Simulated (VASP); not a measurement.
**PbSe: single point with PBE-based screened hybrid**

The system is PbSe.

```
CELL_PARAMETERS angstrom
3.78432 0.00000 0.00000
0.00000 3.78432 0.00000
0.00000 0.00000 3.78432
ATOMIC_POSITIONS crystal
Pb 0.00000 0.00000 0.00000
Se 0.50000 0.50000 0.50000
```

```yaml
Program: VASP 6.6.1
Task: single point
Functional: PBE-based screened hybrid
Potentials_or_basis: VASP PAW PBE potentials, release 64 (Pb_d, Se)
Cutoff: 520 eV
k_mesh: 4 × 4 × 4
Occupations: fermi-dirac, width 0.05 eV
Spin: no spin polarisation
```

```json
{"Pressure": "-1.7 GPa"}
```

Levels at points of the mesh, in eV from the Fermi level:
| k point | band 6 | band 7 | band 8 | band 9 | band 10 | band 11 | band 12 | band 13 | band 14 | band 15 |
| --- | --- | --- | --- | --- | --- | --- | --- | --- | --- | --- |
| (0.00, 0.00, 0.00) | -15.29 | -7.66 | -1.80 | -1.80 | -1.80 | 6.20 | 6.20 | 7.62 | 7.62 | 7.62 |
| (0.50, 0.00, 0.00) | -14.04 | -10.19 | -0.39 | -0.39 | -0.16 | 0.94 | 4.50 | 4.50 | 7.78 | 9.71 |
| (0.50, 0.50, 0.00) | -13.26 | -8.25 | -5.06 | -5.06 | -0.02 | 5.46 | 5.46 | 6.38 | 8.10 | 10.11 |
| (0.50, 0.50, 0.50) | -12.96 | -7.01 | -2.79 | -2.79 | -2.79 | 0.00 | 0.00 | 0.00 | 15.83 | 15.83 |

Wall time 7.7 min on 1 thread of Intel(R) Xeon(R) 6975P-C (Granite Rapids), with other jobs on the host, peak memory 0.28 GiB.

Caveat: the k points lie up to 0.42 Å⁻¹ apart; the PAW data sets were made with another functional, which shifts forces and pressure a little; spin-orbit coupling is left out, which moves the levels of the heavy elements.
